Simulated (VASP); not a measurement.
# B (Fd-3m) in VASP: a series of runs

B is run at these levels: PBEsol; tasks: single point.

Everything below comes from runs of VASP 6.6.1. Logs are shortened: lines on timing, memory, paths and dates and some standing lists are left out, and cuts for length are marked.

### 1 The cell of the first run

The structure is cubic, space group Fd-3m (No. 227). Conventional cell: a = 3.400 Å, b = 3.400 Å, c = 3.400 Å, α = 90.00°, β = 90.00°, γ = 90.00°. Within 2.0 Å of B (site symmetry -43m) lie 4 B at 1.47 Å.

### 2 Single point, PBEsol (volume scaled by 0.6)

File INCAR:

```
PREC = Accurate
ENCUT = 520
EDIFF = 1E-6
ISMEAR = -1
SIGMA = 0.05
LREAL = False
LASPH = True
NELM = 100
ALGO = Normal
ISIF = 2
LWAVE = False
LCHARG = True
GGA = PS
LELF = True
LVHAR = True
NBANDS = 10
```

File KPOINTS:

```
regular mesh
0
Gamma
  18 18 18
```

File POSCAR:

```
B
1.0
    0.0000000000      1.7001139008      1.7001139008
    1.7001139008      0.0000000000      1.7001139008
    1.7001139008      1.7001139008      0.0000000000
B
2
Direct
   -0.1250000000     -0.1250000000     -0.1250000000
    0.1250000000      0.1250000000      0.1250000000
```

Potentials or basis: VASP PAW PBE potentials, release 64 (B).

On the command line:

```console
cat potpaw_PBE.64/B/POTCAR > POTCAR
mpirun -np 1 vasp_std > vasp.out
```

OUTCAR:

```text
PREC = Accurate
   ENCUT = 520
   EDIFF = 1E-6
   ISMEAR = -1
   LREAL = False
   LASPH = True
   NELM = 100
   ISIF = 2
   GGA = PS

 ion  position               nearest neighbor table
   1  0.875  0.875  0.875-   2 1.47   2 1.47   2 1.47   2 1.47
   2  0.125  0.125  0.125-   1 1.47   1 1.47   1 1.47   1 1.47

  LATTYP: Found a face centered cubic cell.
 ALAT       =     3.4002278016

  Lattice vectors:

 A1 = (   0.0000000000,   1.7001139008,   1.7001139008)
 A2 = (   1.7001139008,   0.0000000000,   1.7001139008)
 A3 = (   1.7001139008,   1.7001139008,   0.0000000000)

Analysis of symmetry for initial positions (statically):
=====================================================================
 Subroutine PRICEL returns:
 Original cell was already a primitive cell.

 Routine SETGRP: Setting up the symmetry group for a
 face centered cubic supercell.

 Subroutine GETGRP returns: Found 48 space group operations
 (whereof 12 operations were pure point group operations)
 out of a pool of 48 trial point group operations.

The static configuration has the point symmetry D_3d.
 The point group associated with its full space group is O_h .

Analysis of symmetry for dynamics (positions and initial velocities):
=====================================================================
 Subroutine PRICEL returns:
 Original cell was already a primitive cell.

 Routine SETGRP: Setting up the symmetry group for a
 face centered cubic supercell.

 Subroutine GETGRP returns: Found 48 space group operations
 (whereof 12 operations were pure point group operations)
 out of a pool of 48 trial point group operations.

The dynamic configuration has the point symmetry D_3d.
 The point group associated with its full space group is O_h .

 Subroutine INISYM returns: Found 48 space group operations
 (whereof 12 operations are pure point group operations),
 and found     1 'primitive' translations

----------------------------------------------------------------------------------------

                                     Primitive cell

  volume of cell :       9.8280

  direct lattice vectors                    reciprocal lattice vectors
     0.000000000  1.700113901  1.700113901    -0.294097942  0.294097942  0.294097942
     1.700113901  0.000000000  1.700113901     0.294097942 -0.294097942  0.294097942
     1.700113901  1.700113901  0.000000000     0.294097942  0.294097942 -0.294097942

  length of vectors
     2.404324136  2.404324136  2.404324136     0.509392579  0.509392579  0.509392579

[... 87 lines left out ...]
   ISYM   =      2    0-nonsym 1-usesym 2-fastsym
   POTIM  = 0.5000    time-step for ionic-motion
   TEBEG  =    0.0;   TEEND  =   0.0 temperature during run
   PSTRESS=    0.0 pullay stress
   NELECT =       6.0000    total number of electrons
   NUPDOWN=      -1.0000    fix difference up-down
   EMIN   =  10.00;   EMAX   =-10.00  energy-range for DOS
   EFERMI =   0.00;   METHOD = LEGACY
   ISMEAR =    -1;   SIGMA  =   0.05  broadening in eV -4-tet -1-fermi 0-gaus
   EFERMI_NEDOS =   21; number of points for ismear=-14 and -15
   IALGO  =     38    algorithm
   IMIX   =      4    mixing-type and parameters
     AMIX     =   0.40;   BMIX     =  1.00
     AMIX_MAG =   1.60;   BMIX_MAG =  1.00
  volume/ion in A,a.u.               =       4.91        33.16
  Fermi-wavevector in a.u.,A,eV,Ry     =   1.388792  2.624436 26.242148  1.928743
  Thomas-Fermi vector in A             =   2.512884
   LORBIT       =      0    0 simple, 1 ext, 2 COOP (PROOUT), +10 PAW based schemes
   GGA     = PS    functional components
   LHFCALC =     F    Hartree Fock is set to
   AEXX    =    0.0000 exact exchange contribution
   IVDW    =     0    specifies the selected vdW correction
   LEPSILON=     F    determine dielectric tensor
   LRPA    =     F    only Hartree local field effects (RPA)
 non-spin polarized calculation
  energy-cutoff  :      520.00
  volume of cell :        9.83
 maximum number of plane-waves:       280
 NGX is ok and might be reduce to    18
   NGX =  9   NGY =  9   NGZ =  9

 number of electron       6.0000000 magnetization

 Free energy of the ion-electron system (eV)
  ---------------------------------------------------
  ext. energy  EPLUGINS =         0.00000000
  ---------------------------------------------------
  free energy    TOTEN  =        -8.96796615 eV

  energy without entropy =       -8.96422293  energy(sigma->0) =       -8.96609454

 E-fermi :   8.6368     XC(G=0): -13.5337

 val. band max:        8.6247856390   @ k =   0.2778   0.2222   0.0000
 cond. band min:       8.6990210768   @ k =  -0.2778   0.1667   0.0556
 fundamental gap:      0.0742354378
 Fermi energy:         8.6368060476

 k-point     1 :       0.0000    0.0000    0.0000
  band No.  band energies     occupation
      1      -8.6465      2.00000
      2      14.8265      0.00000
      3      14.8265      0.00000
      4      14.8265      0.00000
      5      19.9013      0.00000
      6      19.9013      0.00000
      7      19.9013      0.00000
      8      36.3503      0.00000
      9      36.3937      0.00000
     10      38.9382      0.00000
[... 287 lines left out ...]
 k-point    24 :      -0.2222    0.0556    0.0000
  band No.  band energies     occupation
      1      -6.8986      2.00000
      2       7.3591      2.00000
      3      11.4925      0.00000
      4      13.0591      0.00000
      5      22.0584      0.00000
      6      23.3171      0.00000
      7      25.5243      0.00000
      8      30.9950      0.00000
      9      32.7857      0.00000
     10      36.3466      0.00000

 [... further k-points ...]

------------------------ aborting loop because EDIFF is reached ----------------------------------------

  FORCE on cell =-STRESS in cart. coord.  units (eV):
  Direction    XX          YY          ZZ          XY          YZ          ZX
  --------------------------------------------------------------------------------------
  -------------------------------------------------------------------------------------
  Total       13.8162003     13.8162003     13.8162003      0.0000000      0.0000000      0.0000000
  in kB     2252.3462424   2252.3462424   2252.3462424      0.0000000      0.0000000      0.0000000
  external PRESSURE =    2252.3462424 kB  Pullay stress =       0.0000000 kB

 VOLUME and BASIS-vectors are now :
 -----------------------------------------------------------------------------
  energy-cutoff  :      520.00
  volume of cell :        9.83
      direct lattice vectors                 reciprocal lattice vectors
     0.000000000  1.700113901  1.700113901    -0.294097942  0.294097942  0.294097942
     1.700113901  0.000000000  1.700113901     0.294097942 -0.294097942  0.294097942
     1.700113901  1.700113901  0.000000000     0.294097942  0.294097942 -0.294097942

 POSITION                                       TOTAL-FORCE (eV/Angst)
 -----------------------------------------------------------------------------------
      2.97520      2.97520      2.97520        -0.000000      0.000000      0.000000
      0.42503      0.42503      0.42503         0.000000     -0.000000     -0.000000
 -----------------------------------------------------------------------------------
    total drift:                                0.000000      0.000000      0.000000

  FREE ENERGIE OF THE ION-ELECTRON SYSTEM (eV)
  ---------------------------------------------------
  free  energy   TOTEN  =        -8.9679661487 eV

  energy  without entropy=       -8.9642229339  energy(sigma->0) =       -8.96609454
```

OSZICAR:

```text
N       E                     dE             d eps       ncg     rms          rms(c)
DAV:   1     0.328360156952E+01    0.32836E+01   -0.31689E+03  4072   0.556E+02
DAV:   2    -0.948197297359E+01   -0.12766E+02   -0.11963E+02  5000   0.101E+02
DAV:   3    -0.961582024173E+01   -0.13385E+00   -0.13356E+00  4758   0.794E+00
DAV:   4    -0.961588866869E+01   -0.68427E-04   -0.68426E-04  4444   0.175E-01
DAV:   5    -0.961588868237E+01   -0.13685E-07   -0.12899E-07  4486   0.275E-03    0.524E+00
DAV:   6    -0.914930344103E+01    0.46659E+00   -0.22191E-01  4282   0.304E+00    0.312E+00
DAV:   7    -0.896780544645E+01    0.18150E+00   -0.28635E-01  4462   0.340E+00    0.536E-01
DAV:   8    -0.896796815269E+01   -0.16271E-03   -0.21597E-03  4386   0.424E-01    0.415E-02
DAV:   9    -0.896796486072E+01    0.32920E-05   -0.17384E-05  4452   0.283E-02    0.110E-02
DAV:  10    -0.896796611028E+01   -0.12496E-05   -0.32974E-07  3560   0.525E-03    0.129E-03
DAV:  11    -0.896796614871E+01   -0.38420E-07   -0.11518E-08  2466   0.104E-03
   1 F= -.89679661E+01 E0= -.89660945E+01  d E =-.374321E-02
```

It took 8.1 s on 1 thread of AMD EPYC 9R45 (Zen 5), shared host; peak memory 0.09 GiB.

Results:

```
Free energy            : -8.9680 eV
Pressure               : 225.2 GPa
Band gap on the k mesh : zero (band 3 reaches 14.83 eV, above the bottom of band 4 at 3.46 eV)
```

Caveat: the PAW data sets were made with another functional, which shifts forces and pressure a little.

### 3 Single point, PBEsol (volume scaled by 0.7)

INCAR, as its differences from that of step 2:

```diff
@@ -2,3 +2,3 @@
 ENCUT = 520
-EDIFF = 1E-6
+EDIFF = 1E-7
 ISMEAR = -1
@@ -7,3 +7,3 @@
 LASPH = True
-NELM = 100
+NELM = 80
 ALGO = Normal
```

File KPOINTS:

```
Automatic mesh
0
Gamma
  18 18 18
```

File POSCAR:

```
B
1.0
    0.0000000000      1.7897551257      1.7897551257
    1.7897551257      0.0000000000      1.7897551257
    1.7897551257      1.7897551257      0.0000000000
B
2
Direct
   -0.1250000000     -0.1250000000     -0.1250000000
    0.1250000000      0.1250000000      0.1250000000
```

Potentials or basis: VASP PAW PBE potentials, release 64 (B).

On the command line:

```console
cat potpaw_PBE.64/B/POTCAR > POTCAR
mpirun -np 1 vasp_std > vasp.out
```

It took 9.9 s on 1 thread of AMD EPYC 9R45 (Zen 5), shared host; peak memory 0.1 GiB.

The run converged. Its results:

* Free energy: -10.6941 eV
* Pressure: 121.6 GPa
* Band gap on the k mesh: zero (band 3 reaches 12.48 eV, above the bottom of band 4 at 2.39 eV)

Levels at points of the mesh, in eV from the Fermi level:
| k point | band 1 | band 2 | band 3 | band 4 | band 5 | band 6 |
| --- | --- | --- | --- | --- | --- | --- |
| (0.00, 0.00, 0.00) | -15.88 | 5.47 | 5.47 | 5.47 | 10.25 | 10.25 |
| (0.50, 0.00, 0.00) | -9.57 | -8.98 | 2.26 | 2.26 | 12.51 | 12.51 |
| (0.50, 0.50, 0.00) | -7.08 | -7.08 | -1.96 | -1.96 | 9.04 | 9.04 |

Caveat: the PAW data sets were made with another functional, which shifts forces and pressure a little.
